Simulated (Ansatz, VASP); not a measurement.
# Two plane-wave programs on BN

INCAR

```
ALGO = Normal
EDIFF = 1E-6
ENCUT = 520
GGA = PE
ISIF = 2
ISMEAR = 0
IVDW = 12
LASPH = True
LCHARG = False
LREAL = False
LWAVE = False
NBANDS = 16
NELM = 80
PREC = Accurate
SIGMA = 0.05
```

KPOINTS

```
k-points
0
Gamma
  12 12 4
```

File POSCAR:

```
BN
1.0
    2.6066956301      0.0000000000      0.0000000000
   -1.3033478151      2.2574646356      0.0000000000
    0.0000000000      0.0000000000      6.8815207256
B N
2 2
Direct
    0.3333333333      0.6666666667      0.2500000000
    0.6666666667      0.3333333333      0.7500000000
    0.3333333333      0.6666666667      0.7500000000
    0.6666666667      0.3333333333      0.2500000000
```

Input for Ansatz:

```yaml
crystal:
  lattice:
    - [2.6066956301, 0.0, 0.0]
    - [-1.3033478151, 2.2574646356, 0.0]
    - [0.0, 0.0, 6.8815207256]
  atoms:
    - { symbol: B, position: [0.3333333333, 0.6666666667, 0.25] }
    - { symbol: B, position: [0.6666666667, 0.3333333333, 0.75] }
    - { symbol: "N", position: [0.3333333333, 0.6666666667, 0.75] }
    - { symbol: "N", position: [0.6666666667, 0.3333333333, 0.25] }
basis:
  ecutwfc: 420
kpoints:
  mp_grid: { grid: [12, 12, 4] }
hamiltonian:
  xc: pbe
  dispersion: d3bj
scf:
  occupations: { method: gaussian, width: 0.05 }
output:
  forces: true
  stress: true
  eigenvalues: true
```

Change from the starting cell: strain +0.040 along x and y, +0.040 along z, atoms carried along.

Alike in both runs: task single point; functional PBE; dispersion D3(BJ); k mesh 12 × 12 × 4; occupations gaussian, width 0.05 eV; no spin polarisation.

|  | VASP | Ansatz |
| --- | --- | --- |
| version | VASP 6.6.1 | Ansatz 0.2.0 |
| potentials or method | VASP PAW PBE potentials, release 64 (B, N), cutoff 520 eV | scalar-relativistic, plane waves, PAW |
| valence electrons in the cell | 16 | 16 |

|  | VASP | Ansatz | Ansatz less VASP |
| --- | --- | --- | --- |
| gap on the k mesh at the Fermi level (eV) | 4.11 | 4.12 | +0.005 |
| least direct gap on the mesh (eV) | 4.34 | 4.34 | +0.002 |
| pressure (GPa) | -23.0 | -23.0 | -0.04 |
| traceless stress, the component that is largest in VASP (GPa) | 22.14 | 22.28 | +0.147 |
